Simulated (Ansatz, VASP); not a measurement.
# Two plane-wave programs on Mg3HO3

Contents of INCAR:

```
SYSTEM = Mg3HO3
ALGO     = Normal         ! electronic algorithm
DIPOL    = 0.5 0.5 0.307
EDIFF    = 1E-6           ! SCF threshold, eV
ENCUT    = 520            ! plane-wave cutoff, eV
GGA      = PS             ! functional
IDIPOL   = 3            
ISIF     = 2              ! what is computed and relaxed
ISMEAR   = 0              ! smearing method
ISPIN    = 2              ! spin polarisation
LASPH    = .TRUE.         ! aspherical terms in the spheres
LCHARG   = .FALSE.        ! write CHGCAR
LDIPOL   = .TRUE.       
LORBIT   = 11             ! projections on sites
LREAL    = .FALSE.        ! projectors in reciprocal space
LWAVE    = .FALSE.        ! write WAVECAR
MAGMOM   = 0 0 0 0 0 0 1  ! initial moments
NBANDS   = 26             ! bands
NELM     = 150            ! most SCF steps
PREC     = Accurate       ! precision mode
SIGMA    = 0.05           ! smearing width, eV
```

KPOINTS

```
k-points
0
G
  9 9 1
  0 0 0
```

POSCAR

```
Mg3HO3
1.0
    2.9804137519      0.0000000000      0.0000000000
    0.0000000000      2.9804137519      0.0000000000
    0.0000000000      0.0000000000     21.2399431533
Mg O H
3 3 1
Direct
    0.5000000000      0.5000000000      0.1883244212
    0.0000000000      0.0000000000      0.2877909891
    0.5000000000      0.5000000000      0.3857349348
    0.0000000000      0.0000000000      0.1883244212
    0.5000000000      0.5000000000      0.2873494718
    0.0000000000      0.0000000000      0.3879456312
    0.3333333333      0.0000000000      0.4265521375
```

Input for Ansatz:

```yaml
crystal:
  lattice:
    - [2.9804137519, 0.0, 0.0]
    - [0.0, 2.9804137519, 0.0]
    - [0.0, 0.0, 21.2399431533]
  atoms:
    - { symbol: Mg, position: [0.5, 0.5, 0.1883244212] }
    - { symbol: O, position: [0.0, 0.0, 0.1883244212] }
    - { symbol: Mg, position: [0.0, 0.0, 0.2877909891] }
    - { symbol: O, position: [0.5, 0.5, 0.2873494718] }
    - { symbol: Mg, position: [0.5, 0.5, 0.3857349348] }
    - { symbol: O, position: [0.0, 0.0, 0.3879456312] }
    - { symbol: H, position: [0.3333333333, 0.0, 0.4265521375], spin: 1.0 }
basis:
  ecutwfc: 420
kpoints:
  mp_grid: { grid: [9, 9, 1] }
hamiltonian:
  xc: pbesol
  pseudopotentials: { kind: paw, azcp: { folder: soft_1 } }
scf:
  occupations: { method: gaussian, width: 0.05 }
output:
  forces: true
  eigenvalues: true
  populations: true
magnetization:
  spin_polarized: true
efield:
  axis: 3
  dipole_correction: true
  ramp_width: 0.04
```

Alike in both runs: task single point; functional PBEsol; k mesh 9 × 9 × 1; occupations gaussian, width 0.05 eV; collinear spin.

|  | VASP | Ansatz |
| --- | --- | --- |
| version | VASP 6.6.1 | Ansatz 0.2.0 |
| potentials or method | VASP PAW PBE potentials, release 64 (Mg, O, H), cutoff 520 eV | scalar-relativistic, plane waves, PAW |
| valence electrons in the cell | 25 | 49 |

```tsv
	VASP	Ansatz	Ansatz less VASP
gap on the k mesh at the Fermi level (eV)	none	none	-
rms of the force components (eV/Å)	0.563	0.555	-0.0085
net moment per atom (μB)	0.06	0.06	0.000
size of the moment on the site where the two differ most (μB)	0.10	0.08	-0.023
```

VASP's potentials were made for PBE, not for PBEsol, and Ansatz warns of the same on its side. Site moments also hang on the region over which each program counts them. A gap of «none» marks a metal or a gap that the smearing closes. The functional is the same, so the differences come from potentials, cutoffs and numerics. VASP's potentials hold 25 valence electrons a cell and Ansatz's 49, so a difference there can come from the potentials and not from the codes.
